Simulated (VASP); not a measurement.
# GaP (R-3m) in VASP: notebook, part 3 of 3

VASP 6.6.1. The steps go on from the part before.

## (4) Single point, LDA (18.59 Å³/atom)

This run uses another cell than the first one, of 18.59 Å³/atom.

File INCAR:

```
SYSTEM = GaP
  PREC = Accurate
  ENCUT = 520
  EDIFF = 1E-6
  ISMEAR = 0
  SIGMA = 0.05
  LREAL = .FALSE.
  LASPH = .TRUE.
  NELM = 80
  ALGO = Normal
  ISIF = 2
  LWAVE = .FALSE.
  LCHARG = .FALSE.
  NBANDS = 26
```

File KPOINTS:

```
regular mesh
0
G
  9 9 9
  0 0 0
```

File POSCAR:

```
GaP
1.0
    1.8256108340      1.0540169064      6.4417286813
   -1.8256108340      1.0540169064      6.4417286813
    0.0000000000     -2.1080338128      6.4417286813
Ga P
2 2
Direct
    0.4359784395      0.4359784395      0.4359784395
    0.5640215605      0.5640215605      0.5640215605
    0.0580350955      0.0580350955      0.0580350955
    0.9419649045      0.9419649045      0.9419649045
```

Potentials or basis: VASP PAW LDA potentials, release 64 (Ga_d, P).

Launch:

```
cat potpaw_LDA.64/Ga_d/POTCAR potpaw_LDA.64/P/POTCAR > POTCAR
mpirun -np 1 vasp_std > vasp.out
```

OUTCAR:

```text
SYSTEM = GaP
   PREC = Accurate
   ENCUT = 520
   EDIFF = 1E-6
   ISMEAR = 0
   LREAL = .FALSE.
   LASPH = .TRUE.
   NELM = 80
   ISIF = 2

 ion  position               nearest neighbor table
   1  0.436  0.436  0.436-   3 2.28   3 2.28   3 2.28   2 2.47
   2  0.564  0.564  0.564-   4 2.28   4 2.28   4 2.28   1 2.47
   3  0.058  0.058  0.058-   4 2.24   1 2.28   1 2.28   1 2.28
   4  0.942  0.942  0.942-   3 2.24   2 2.28   2 2.28   2 2.28

  LATTYP: Found a trigonal (rhomboedric) cell.
 ALAT       =     6.7778813032
 COS(alpha) =     0.8549029822

  Lattice vectors:

 A1 = (   1.8256108340,   1.0540169064,   6.4417286813)
 A2 = (  -1.8256108340,   1.0540169064,   6.4417286813)
 A3 = (   0.0000000000,  -2.1080338128,   6.4417286813)

Analysis of symmetry for initial positions (statically):
=====================================================================
 Subroutine PRICEL returns:
 Original cell was already a primitive cell.

 Routine SETGRP: Setting up the symmetry group for a
 trigonal (rhombohedral) supercell.

 Subroutine GETGRP returns: Found 12 space group operations
 (whereof 12 operations were pure point group operations)
 out of a pool of 12 trial point group operations.

The static configuration has the point symmetry D_3d.

Analysis of symmetry for dynamics (positions and initial velocities):
=====================================================================
 Subroutine PRICEL returns:
 Original cell was already a primitive cell.

 Routine SETGRP: Setting up the symmetry group for a
 trigonal (rhombohedral) supercell.

 Subroutine GETGRP returns: Found 12 space group operations
 (whereof 12 operations were pure point group operations)
 out of a pool of 12 trial point group operations.

The dynamic configuration has the point symmetry D_3d.

 Subroutine INISYM returns: Found 12 space group operations
 (whereof 12 operations are pure point group operations),
 and found     1 'primitive' translations

----------------------------------------------------------------------------------------

                                     Primitive cell

  volume of cell :      74.3720

  direct lattice vectors                    reciprocal lattice vectors
     1.825610834  1.054016906  6.441728681     0.273880934  0.158125231  0.051745944
    -1.825610834  1.054016906  6.441728681    -0.273880934  0.158125231  0.051745944
     0.000000000 -2.108033813  6.441728681     0.000000000 -0.316250462  0.051745944

  length of vectors
     6.777881303  6.777881303  6.777881303     0.320455921  0.320455921  0.320455921

  position of ions in fractional coordinates (direct lattice)
     0.435978439  0.435978439  0.435978439
     0.564021561  0.564021561  0.564021561
     0.058035096  0.058035096  0.058035096
     0.941964904  0.941964904  0.941964904

  ion indices of the primitive-cell ions
   primitive index   ion index
                 1           1
                 2           2
                 3           3
                 4           4

----------------------------------------------------------------------------------------

 KPOINTS: regular mesh

Automatic generation of k-mesh.
 Grid dimensions read from file:
 generate k-points for:    9    9    9

 Generating k-lattice:

  Cartesian coordinates                     Fractional coordinates (reciprocal lattice)
     0.030431215  0.017569470  0.005749549     0.111111111  0.000000000  0.000000000
    -0.030431215  0.017569470  0.005749549     0.000000000  0.111111111  0.000000000
     0.000000000 -0.035138940  0.005749549     0.000000000  0.000000000  0.111111111

  Length of vectors
     0.035606213  0.035606213  0.035606213

  Shift w.r.t. Gamma in fractional coordinates (k-lattice)
     0.000000000  0.000000000  0.000000000

 Subroutine IBZKPT returns following result:
 ===========================================

 Found     85 irreducible k-points:

 Following reciprocal coordinates:
            Coordinates               Weight
  0.000000  0.000000  0.000000      1.000000
  0.111111 -0.000000  0.000000      6.000000
  0.222222 -0.000000  0.000000      6.000000
  0.333333 -0.000000  0.000000      6.000000
  0.444444 -0.000000  0.000000      6.000000
  0.111111  0.111111  0.000000      6.000000
[... 16 lines left out ...]
 -0.333333  0.333333  0.000000      6.000000
  0.444444  0.444444  0.000000      6.000000
 [... further k-points ...]
   k-points           NKPTS =     85   k-points in BZ     NKDIM =     85   number of bands    NBANDS=     26
   number of dos      NEDOS =    301   number of ions     NIONS =      4
   total plane-waves  NPLWV = 125000
   dimension x,y,z NGX =    50 NGY =   50 NGZ =   50
   dimension x,y,z NGXF=   100 NGYF=  100 NGZF=  100
   ions per type =               2   2
   NGX,Y,Z   is equivalent  to a cutoff of  12.26, 12.26, 12.26 a.u.
   NGXF,Y,Z  is equivalent  to a cutoff of  24.53, 24.53, 24.53 a.u.
 SYSTEM =  GaP
   PREC   = accura    normal or accurate (medium, high low for compatibility)
   ISTART =      0    job   : 0-new  1-cont  2-samecut
   ICHARG =      2    charge: 1-file 2-atom 10-const
   ISPIN  =      1    spin polarized calculation?
   LNONCOLLINEAR =      F non collinear calculations
   LSORBIT =      F    spin-orbit coupling
   LASPH  =      T    aspherical Exc in radial PAW
   ENCUT  =  520.0 eV  38.22 Ry    6.18 a.u.  12.60 12.60 12.60*2*pi/ulx,y,z
   NELM   =     80;   NELMIN=  2; NELMDL= -5     # of ELM steps
   EDIFF  = 0.1E-05   stopping-criterion for ELM
   LREAL  =      F    real-space projection
   EDIFFG = 0.1E-04   stopping-criterion for IOM
   NSW    =      0    number of steps for IOM
   IBRION =     -1    ionic relax: 0-MD 1-quasi-New 2-CG
   NFREE  =      0    steps in history (QN), initial steepest desc. (CG)
   ISIF   =      2    stress and relaxation
   ISYM   =      2    0-nonsym 1-usesym 2-fastsym
   POTIM  = 0.5000    time-step for ionic-motion
   TEBEG  =    0.0;   TEEND  =   0.0 temperature during run
   PSTRESS=    0.0 pullay stress
   NELECT =      36.0000    total number of electrons
   NUPDOWN=      -1.0000    fix difference up-down
   EMIN   =  10.00;   EMAX   =-10.00  energy-range for DOS
   EFERMI =   0.00;   METHOD = LEGACY
   ISMEAR =     0;   SIGMA  =   0.05  broadening in eV -4-tet -1-fermi 0-gaus
   EFERMI_NEDOS =   21; number of points for ismear=-14 and -15
   IALGO  =     38    algorithm
   IMIX   =      4    mixing-type and parameters
     AMIX     =   0.40;   BMIX     =  1.00
     AMIX_MAG =   1.60;   BMIX_MAG =  1.00
  volume/ion in A,a.u.               =      18.59       125.47
  Fermi-wavevector in a.u.,A,eV,Ry     =   1.285403  2.429059 22.480360  1.652260
  Thomas-Fermi vector in A             =   2.417539
   LORBIT       =      0    0 simple, 1 ext, 2 COOP (PROOUT), +10 PAW based schemes
   GGA     = CA    functional components
   LHFCALC =     F    Hartree Fock is set to
   AEXX    =    0.0000 exact exchange contribution
   IVDW    =     0    specifies the selected vdW correction
   LEPSILON=     F    determine dielectric tensor
   LRPA    =     F    only Hartree local field effects (RPA)
 non-spin polarized calculation
 Gauss-broadening in eV      SIGMA  =   0.05
  energy-cutoff  :      520.00
  volume of cell :       74.37
 maximum number of plane-waves:      2017
   NGX = 25   NGY = 25   NGZ = 25

 number of electron      36.0000001 magnetization

 Free energy of the ion-electron system (eV)
  ---------------------------------------------------
  ext. energy  EPLUGINS =         0.00000000
  ---------------------------------------------------
  free energy    TOTEN  =       -20.21124331 eV

  energy without entropy =      -20.21124331  energy(sigma->0) =      -20.21124331

 E-fermi :   6.0305     XC(G=0): -10.5565

 val. band max:        5.8095134435   @ k =   0.0000   0.0000   0.0000
 cond. band min:       6.2444406077   @ k =  -0.4444  -0.4444   0.1111
 fundamental gap:      0.4349271641
 Fermi energy:         6.0305039677

 k-point     1 :       0.0000    0.0000    0.0000
  band No.  band energies     occupation
      1      -9.4152      2.00000
      2      -9.2855      2.00000
      3      -9.2855      2.00000
      4      -9.2769      2.00000
      5      -9.2769      2.00000
      6      -9.1883      2.00000
[... 18 lines left out ...]
     25      10.2980      0.00000
     26      14.2479      0.00000
[... 644 lines left out ...]
      4      -9.2710      2.00000
      5      -9.2237      2.00000
      6      -9.2049      2.00000
[... 18 lines left out ...]
     25      14.5041      0.00000
     26      15.7738      0.00000

 [... further k-points ...]
[... 5 lines left out ...]
  --------------------------------------------------------------------------------------
  -------------------------------------------------------------------------------------
  Total        4.6627318      4.6627318     -1.7047130      0.0000000      0.0000000      0.0000000
  in kB      100.4480602    100.4480601    -36.7242042      0.0000000      0.0000000      0.0000000
  external PRESSURE =      54.7239720 kB  Pullay stress =       0.0000000 kB

 VOLUME and BASIS-vectors are now :
 -----------------------------------------------------------------------------
  energy-cutoff  :      520.00
  volume of cell :       74.37
      direct lattice vectors                 reciprocal lattice vectors
     1.825610834  1.054016906  6.441728681     0.273880934  0.158125231  0.051745944
    -1.825610834  1.054016906  6.441728681    -0.273880934  0.158125231  0.051745944
     0.000000000 -2.108033813  6.441728681     0.000000000 -0.316250462  0.051745944

 POSITION                                       TOTAL-FORCE (eV/Angst)
 -----------------------------------------------------------------------------------
      0.00000      0.00000      8.42536         0.000000      0.000000      0.543858
      0.00000      0.00000     10.89982         0.000000     -0.000000     -0.543858
      0.00000      0.00000      1.12154         0.000000     -0.000000     -0.745693
      0.00000      0.00000     18.20365         0.000000     -0.000000      0.745693
 -----------------------------------------------------------------------------------
    total drift:                                0.000000     -0.000000     -0.000000

  FREE ENERGIE OF THE ION-ELECTRON SYSTEM (eV)
  ---------------------------------------------------
  free  energy   TOTEN  =       -20.2112433140 eV

  energy  without entropy=      -20.2112433140  energy(sigma->0) =      -20.21124331
```

Wall time 8.6 min (1 thread of Intel Xeon 8259CL, shared host); peak memory 0.36 GiB.

Results:

* Free energy: -20.2112 eV
* Pressure: 5.5 GPa
* Largest force: 0.746 eV/Å
* Band gap on the k mesh: 0.43 eV (least direct gap 1.10 eV)

Forces on the atoms (eV/Å):
```
Ga   0.000  0.000  0.544
Ga   0.000  0.000 -0.544
P    0.000  0.000 -0.746
P    0.000  0.000  0.746
```

Levels at points of the mesh, in eV from the valence-band top:
```
           k point  band 14  band 15  band 16  band 17  band 18  band 19  band 20  band 21  band 22  band 23
(0.00, 0.00, 0.00)    -1.63    -1.63    -0.53     0.00     0.00     1.10     1.79     3.23     3.88     3.88
```

Caveat: the cell stands under pressure; an odd mesh through Γ misses points on the zone boundary, where band edges can lie.

## (5) Summary

| cell | gap on the mesh (eV) | pressure (GPa) | largest force (eV/Å) |
| --- | --- | --- | --- |
| a = 6.488 Å, angles 33.0°, 4 atoms | 0.63 | 8.6 | 0.15 |
| a = 6.072 Å, angles 36.9°, 4 atoms | 0.36 | 12.4 | 3.41 |
| a = 6.778 Å, angles 31.3°, 4 atoms | 0.43 | 5.5 | 0.75 |

Alike in all rows: task single point; level LDA; potentials or basis VASP PAW LDA potentials, release 64 (Ga_d, P); no spin polarisation; k mesh 9 × 9 × 9; cutoff (eV) 520; smearing gaussian 0.05 eV.

Caveats: the cell stands under pressure; an odd mesh through Γ misses points on the zone boundary, where band edges can lie; forces of over 1 eV/Å act on the atoms, so gaps and moduli don't describe the material at rest (at least some runs).

Absolute energies hang on the potentials; compare differences alone.
